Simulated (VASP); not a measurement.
# WSe2 in VASP: notebook

Runs on WSe2. Level: PBE+D3(BJ). Tasks: single point.

All numbers are computed with VASP 6.6.1; they aren't measurements. Logs are shortened: lines on timing, memory, paths and dates and some standing lists are left out, and cuts for length are marked.

### 1 The cell of the first run

The cell holds a slab with vacuum, 6 atoms: a = 3.285 Å, b = 3.285 Å, c = 24.239 Å, α = 90.00°, β = 90.00°, γ = 120.00°.

### 2 Single point, PBE+D3(BJ)

File INCAR:

```
PREC = Accurate ; ENCUT = 520
EDIFF = 1E-7 ; ISMEAR = 0
SIGMA = 0.05 ; LREAL = F
LASPH = T ; NELM = 80
ALGO = Normal ; ISIF = 2
LWAVE = F ; LCHARG = T
LDIPOL = T ; IDIPOL = 3
DIPOL = 0.5 0.5 0.401 ; GGA = PE
IVDW = 12 ; LELF = T
LVHAR = T ; LVACPOTAV = T
NBANDS = 35
```

File KPOINTS:

```
regular mesh
0
Gamma
  9 9 1
```

File POSCAR:

```
WSe2
1.0
    3.2854929596      0.0000000000      0.0000000000
   -1.6427464798      2.8453203669      0.0000000000
    0.0000000000      0.0000000000     24.2386467078
Se W
4 2
Direct
    0.3333333333      0.6666666667      0.1856539292
    0.3333333333      0.6666666667      0.3246601780
    0.3333333333      1.0000000000      0.4777215285
    0.3333333333      1.0000000000      0.6167277773
    0.6666666667      0.3333333333      0.2551570536
    0.6666666667      0.6666666667      0.5472246529
```

Potentials or basis: VASP PAW PBE potentials, release 64 (Se, W_sv).

Launch:

```console
> cat potpaw_PBE.64/Se/POTCAR potpaw_PBE.64/W_sv/POTCAR > POTCAR
> mpirun -np 1 vasp_std > vasp.out
```

OUTCAR:

```text
PREC = Accurate
   ENCUT = 520
   EDIFF = 1E-7
   ISMEAR = 0
   LREAL = F
   LASPH = T
   NELM = 80
   ISIF = 2
   GGA = PE
   IVDW = 12
 IVDW          = 12

 ion  position               nearest neighbor table
   1  0.333  0.667  0.186-   5 2.54   5 2.54   5 2.54
   2  0.333  0.667  0.325-   5 2.54   5 2.54   5 2.54
   3  0.333  0.000  0.478-   6 2.54   6 2.54   6 2.54
   4  0.333  0.000  0.617-   6 2.54   6 2.54   6 2.54
   5  0.667  0.333  0.255-   1 2.54   2 2.54   1 2.54   2 2.54   1 2.54   2 2.54
   6  0.667  0.667  0.547-   3 2.54   4 2.54   3 2.54   4 2.54   3 2.54   4 2.54

  LATTYP: Found a hexagonal cell.
 ALAT       =     3.2854929596
 C/A-ratio  =     7.3774763805

  Lattice vectors:

 A1 = (   3.2854929596,   0.0000000000,   0.0000000000)
 A2 = (  -1.6427464798,   2.8453203669,   0.0000000000)
 A3 = (   0.0000000000,   0.0000000000,  24.2386467078)

Analysis of symmetry for initial positions (statically):
=====================================================================
 Subroutine PRICEL returns:
 Original cell was already a primitive cell.

 Routine SETGRP: Setting up the symmetry group for a
 hexagonal supercell.

 Subroutine GETGRP returns: Found  2 space group operations
 (whereof  1 operations were pure point group operations)
 out of a pool of 24 trial point group operations.

The static configuration has the point symmetry C_1 .
 The point group associated with its full space group is C_2 .

Analysis of symmetry for dynamics (positions and initial velocities):
=====================================================================
 Subroutine PRICEL returns:
 Original cell was already a primitive cell.

 Routine SETGRP: Setting up the symmetry group for a
 hexagonal supercell.

 Subroutine GETGRP returns: Found  2 space group operations
 (whereof  1 operations were pure point group operations)
 out of a pool of 24 trial point group operations.

The dynamic configuration has the point symmetry C_1 .
 The point group associated with its full space group is C_2 .

 Subroutine INISYM returns: Found  2 space group operations
 (whereof  1 operations are pure point group operations),
 and found     1 'primitive' translations

----------------------------------------------------------------------------------------

                                     Primitive cell

  volume of cell :     226.5897

  direct lattice vectors                    reciprocal lattice vectors
     3.285492960  0.000000000  0.000000000     0.304368328  0.175727136  0.000000000
    -1.642746480  2.845320367  0.000000000     0.000000000  0.351454273  0.000000000
     0.000000000  0.000000000 24.238646708     0.000000000  0.000000000  0.041256429

  length of vectors
     3.285492960  3.285492960 24.238646708     0.351454273  0.351454273  0.041256429

  position of ions in fractional coordinates (direct lattice)
     0.333333333  0.666666667  0.185653929
     0.333333333  0.666666667  0.324660178
     0.333333333  0.000000000  0.477721528
     0.333333333  0.000000000  0.616727777
     0.666666667  0.333333333  0.255157054
     0.666666667  0.666666667  0.547224653

  ion indices of the primitive-cell ions
   primitive index   ion index
                 1           1
                 2           2
                 3           3
                 4           4
                 5           5
                 6           6

----------------------------------------------------------------------------------------

 KPOINTS: regular mesh

Automatic generation of k-mesh.
 Grid dimensions read from file:
 generate k-points for:    9    9    1

 Generating k-lattice:

  Cartesian coordinates                     Fractional coordinates (reciprocal lattice)
     0.033818703  0.019525237  0.000000000     0.111111111 -0.000000000  0.000000000
     0.000000000  0.039050475  0.000000000     0.000000000  0.111111111  0.000000000
     0.000000000  0.000000000  0.041256429     0.000000000  0.000000000  1.000000000

  Length of vectors
     0.039050475  0.039050475  0.041256429

  Shift w.r.t. Gamma in fractional coordinates (k-lattice)
     0.000000000  0.000000000  0.000000000

 Subroutine IBZKPT returns following result:
 ===========================================

 Found     25 irreducible k-points:

 Following reciprocal coordinates:
            Coordinates               Weight
  0.000000  0.000000  0.000000      1.000000
  0.111111 -0.000000  0.000000      2.000000
  0.000000  0.111111  0.000000      4.000000
  0.222222 -0.000000  0.000000      2.000000
  0.000000  0.222222  0.000000      4.000000
  0.333333  0.000000  0.000000      2.000000
[... 16 lines left out ...]
 -0.222222 -0.444444  0.000000      4.000000
  0.444444  0.333333  0.000000      4.000000
   k-points           NKPTS =     25   k-points in BZ     NKDIM =     25   number of bands    NBANDS=     35
   number of dos      NEDOS =    301   number of ions     NIONS =      6
   total plane-waves  NPLWV = 103680
   dimension x,y,z NGX =    24 NGY =   24 NGZ =  180
   dimension x,y,z NGXF=    48 NGYF=   48 NGZF=  360
   ions per type =               4   2
   NGX,Y,Z   is equivalent  to a cutoff of  12.14, 12.14, 12.35 a.u.
   NGXF,Y,Z  is equivalent  to a cutoff of  24.29, 24.29, 24.69 a.u.
 SYSTEM =  unknown system
   PREC   = accura    normal or accurate (medium, high low for compatibility)
   ISTART =      0    job   : 0-new  1-cont  2-samecut
   ICHARG =      2    charge: 1-file 2-atom 10-const
   ISPIN  =      1    spin polarized calculation?
   LNONCOLLINEAR =      F non collinear calculations
   LSORBIT =      F    spin-orbit coupling
   LASPH  =      T    aspherical Exc in radial PAW
   ENCUT  =  520.0 eV  38.22 Ry    6.18 a.u.   6.11  6.11 45.07*2*pi/ulx,y,z
   NELM   =     80;   NELMIN=  2; NELMDL= -5     # of ELM steps
   EDIFF  = 0.1E-06   stopping-criterion for ELM
   LREAL  =      F    real-space projection
   EDIFFG = 0.1E-05   stopping-criterion for IOM
   NSW    =      0    number of steps for IOM
   IBRION =     -1    ionic relax: 0-MD 1-quasi-New 2-CG
   NFREE  =      0    steps in history (QN), initial steepest desc. (CG)
   ISIF   =      2    stress and relaxation
   ISYM   =      2    0-nonsym 1-usesym 2-fastsym
   POTIM  = 0.5000    time-step for ionic-motion
   TEBEG  =    0.0;   TEEND  =   0.0 temperature during run
   PSTRESS=    0.0 pullay stress
   NELECT =      52.0000    total number of electrons
   NUPDOWN=      -1.0000    fix difference up-down
   EMIN   =  10.00;   EMAX   =-10.00  energy-range for DOS
   EFERMI =   0.00;   METHOD = LEGACY
   ISMEAR =     0;   SIGMA  =   0.05  broadening in eV -4-tet -1-fermi 0-gaus
   EFERMI_NEDOS =   21; number of points for ismear=-14 and -15
   IALGO  =     38    algorithm
   IMIX   =      4    mixing-type and parameters
     AMIX     =   0.40;   BMIX     =  1.00
     AMIX_MAG =   1.60;   BMIX_MAG =  1.00
  volume/ion in A,a.u.               =      37.76       254.85
  Fermi-wavevector in a.u.,A,eV,Ry     =   1.002296  1.894064 13.668371  1.004597
  Thomas-Fermi vector in A             =   2.134774
   LORBIT       =      0    0 simple, 1 ext, 2 COOP (PROOUT), +10 PAW based schemes
   GGA     = PE    functional components
   LHFCALC =     F    Hartree Fock is set to
   AEXX    =    0.0000 exact exchange contribution
   IVDW    =    12    specifies the selected vdW correction
   LEPSILON=     F    determine dielectric tensor
   LRPA    =     F    only Hartree local field effects (RPA)
 non-spin polarized calculation
 Gauss-broadening in eV      SIGMA  =   0.05
  energy-cutoff  :      520.00
  volume of cell :      226.59
 maximum number of plane-waves:      6144
   NGX = 13   NGY = 13   NGZ = 91

 dipolmoment           0.000000      0.000000      0.000017 electrons x Angstroem

 number of electron      51.9999987 magnetization

 dipolmoment           0.000000      0.000000     -0.000000 electrons x Angstroem

 Free energy of the ion-electron system (eV)
  ---------------------------------------------------
  ext. energy  EPLUGINS =         0.00000000
  ---------------------------------------------------
  free energy    TOTEN  =       -43.20837128 eV

  energy without entropy =      -43.20837128  energy(sigma->0) =      -43.20837128

 E-fermi :   1.0842     XC(G=0):  -6.2837

 val. band max:        0.8715184973   @ k =   0.3333   0.3333   0.0000
 cond. band min:       2.4372394381   @ k =   0.2222   0.1111   0.0000
 fundamental gap:      1.5657209408
 Fermi energy:         1.0842338040

 k-point     1 :       0.0000    0.0000    0.0000
  band No.  band energies     occupation
      1     -73.1804      2.00000
      2     -73.1804      2.00000
      3     -37.4263      2.00000
      4     -37.4263      2.00000
      5     -37.2920      2.00000
      6     -37.2920      2.00000
[... 27 lines left out ...]
     34       4.0189      0.00000
     35       5.1769      0.00000

 k-point     2 :       0.1111   -0.0000    0.0000
  band No.  band energies     occupation
      1     -73.1792      2.00000
      2     -73.1792      2.00000
      3     -37.4210      2.00000
      4     -37.4210      2.00000
      5     -37.3195      2.00000
      6     -37.3195      2.00000
[... 27 lines left out ...]
     34       4.1624      0.00000
     35       5.6009      0.00000

 k-point     3 :       0.0000    0.1111    0.0000
  band No.  band energies     occupation
      1     -73.1792      2.00000
      2     -73.1792      2.00000
      3     -37.4210      2.00000
      4     -37.4210      2.00000
      5     -37.3197      2.00000
      6     -37.3195      2.00000
[... 27 lines left out ...]
     34       4.1582      0.00000
     35       5.6027      0.00000
[... 723 lines left out ...]
 k-point    23 :      -0.2222   -0.4444    0.0000
  band No.  band energies     occupation
      1     -73.1693      2.00000
      2     -73.1693      2.00000
      3     -37.4903      2.00000
      4     -37.4901      2.00000
      5     -37.4019      2.00000
      6     -37.4017      2.00000
[... 27 lines left out ...]
     34       5.5783      0.00000
     35       6.2770      0.00000

 k-point    24 :       0.4444    0.3333    0.0000
  band No.  band energies     occupation
      1     -73.1693      2.00000
      2     -73.1693      2.00000
      3     -37.4903      2.00000
      4     -37.4900      2.00000
      5     -37.4020      2.00000
      6     -37.4017      2.00000
[... 27 lines left out ...]
     34       5.5884      0.00000
     35       6.2767      0.00000

 [... further k-points ...]

------------------------ aborting loop because EDIFF is reached ----------------------------------------

 Edisp (eV)   -2.28559

 E8    (eV) :    -1.0508

  FORCE on cell =-STRESS in cart. coord.  units (eV):
  Direction    XX          YY          ZZ          XY          YZ          ZX
  --------------------------------------------------------------------------------------
  -------------------------------------------------------------------------------------
  Total      -0.00674     0.02080    -0.27011    -0.02385     0.10223    -0.05902
  in kB      -0.04766     0.14710    -1.90990    -0.16867     0.72282    -0.41732
  external pressure =       -0.60 kB  Pullay stress =        0.00 kB

 VOLUME and BASIS-vectors are now :
 -----------------------------------------------------------------------------
  energy-cutoff  :      520.00
  volume of cell :      226.59
      direct lattice vectors                 reciprocal lattice vectors
     3.285492960  0.000000000  0.000000000     0.304368328  0.175727136  0.000000000
    -1.642746480  2.845320367  0.000000000     0.000000000  0.351454273  0.000000000
     0.000000000  0.000000000 24.238646708     0.000000000  0.000000000  0.041256429

 POSITION                                       TOTAL-FORCE (eV/Angst)
 -----------------------------------------------------------------------------------
     -0.00000      1.89688      4.50000         0.000507      0.000719     -0.039673
     -0.00000      1.89688      7.86932         0.009578     -0.019145      0.111190
      1.09516      0.00000     11.57932        -0.011791      0.017867     -0.111190
      1.09516      0.00000     14.94865         0.000876      0.000080      0.039673
      1.64275      0.94844      6.18466         0.003386     -0.004906      0.031208
      1.09516      1.89688     13.26399        -0.002555      0.005385     -0.031208
 -----------------------------------------------------------------------------------
    total drift:                                0.000186      0.000107      0.000031

  FREE ENERGIE OF THE ION-ELECTRON SYSTEM (eV)
  ---------------------------------------------------
  free  energy   TOTEN  =       -45.4939626493 eV

  energy  without entropy=      -45.4939626493  energy(sigma->0) =      -45.49396265

 vacuum level on the upper side and lower side of the slab         5.921         5.921
```

Run time: 1.9 min. Hardware: 1 thread of Intel Xeon 6975P-C (Granite Rapids), shared host; peak memory 0.41 GiB.

Results:

```
Free energy                : -45.4940 eV
Largest force              : 0.113 eV/Å
Band gap on the k mesh     : 1.57 eV, indirect (least direct gap 1.66 eV)
Dispersion energy per atom : -0.381 eV
```

Forces on the atoms (eV/Å):
```
Se   0.001  0.001 -0.040
Se   0.010 -0.019  0.111
Se  -0.012  0.018 -0.111
Se   0.001  0.000  0.040
W    0.003 -0.005  0.031
W   -0.003  0.005 -0.031
```

Caveat: spin-orbit coupling is left out, which moves the levels of the heavy elements.

### 3 Single point, PBE+D3(BJ)

File INCAR:

```
SYSTEM = WSe2
PREC     = Accurate       ! precision mode
ENCUT    = 520            ! plane-wave cutoff, eV
EDIFF    = 1E-7           ! SCF threshold, eV
ISMEAR   = 0              ! smearing method
SIGMA    = 0.05           ! smearing width, eV
LREAL    = .False.        ! projectors in reciprocal space
LASPH    = .True.         ! aspherical terms in the spheres
NELM     = 60             ! most SCF steps
ALGO     = Normal         ! electronic algorithm
ISIF     = 2              ! what is computed and relaxed
LWAVE    = .False.        ! write WAVECAR
LCHARG   = .True.         ! write CHGCAR
LDIPOL   = .True.       
IDIPOL   = 3            
DIPOL    = 0.5 0.5 0.401
GGA      = PE             ! functional
IVDW     = 12             ! dispersion correction
LELF     = .True.         ! ELF
LVHAR    = .True.       
LVACPOTAV= .True.       
NBANDS   = 35             ! bands
```

File KPOINTS:

```
Automatic mesh
0
Gamma
  9 9 1
  0 0 0
```

File POSCAR:

```
WSe2
1.0
    3.2854929596      0.0000000000      0.0000000000
   -1.6427464798      2.8453203669      0.0000000000
    0.0000000000      0.0000000000     24.2386467078
Se W
4 2
Direct
    0.3333333333      0.6666666667      0.1856539292
    0.3333333333      0.6666666667      0.3246601780
    0.3333333333      0.8333333333      0.4777215285
    0.3333333333      0.8333333333      0.6167277773
    0.6666666667      0.3333333333      0.2551570536
    0.6666666667      0.5000000000      0.5472246529
```

Potentials or basis: VASP PAW PBE potentials, release 64 (Se, W_sv).

Launch:

```console
> cat potpaw_PBE.64/Se/POTCAR potpaw_PBE.64/W_sv/POTCAR > POTCAR
> mpirun -np 1 vasp_std > vasp.out
```

It took 2.5 min on 1 thread of Intel Xeon 6975P-C (Granite Rapids), shared host; peak memory 0.41 GiB.

It converged, with:

```
Free energy                : -45.4774 eV
Largest force              : 0.073 eV/Å
Band gap on the k mesh     : 1.55 eV, indirect (least direct gap 1.65 eV)
Dispersion energy per atom : -0.381 eV
```

Forces in eV/Å, atoms in the order of the input:
```
Se   0.000  0.001 -0.041
Se   0.011 -0.019  0.069
Se  -0.011  0.019 -0.069
Se   0.000  0.000  0.041
W    0.003 -0.005  0.022
W   -0.003  0.005 -0.022
```

Levels at points of the mesh, in eV from the valence-band top:
| k point | band 24 | band 25 | band 26 | band 27 | band 28 | band 29 |
| --- | --- | --- | --- | --- | --- | --- |
| (0.00, 0.00, 0.00) | -1.19 | -0.60 | -0.16 | 2.95 | 2.96 | 2.98 |

Caveat: spin-orbit coupling is left out, which moves the levels of the heavy elements.
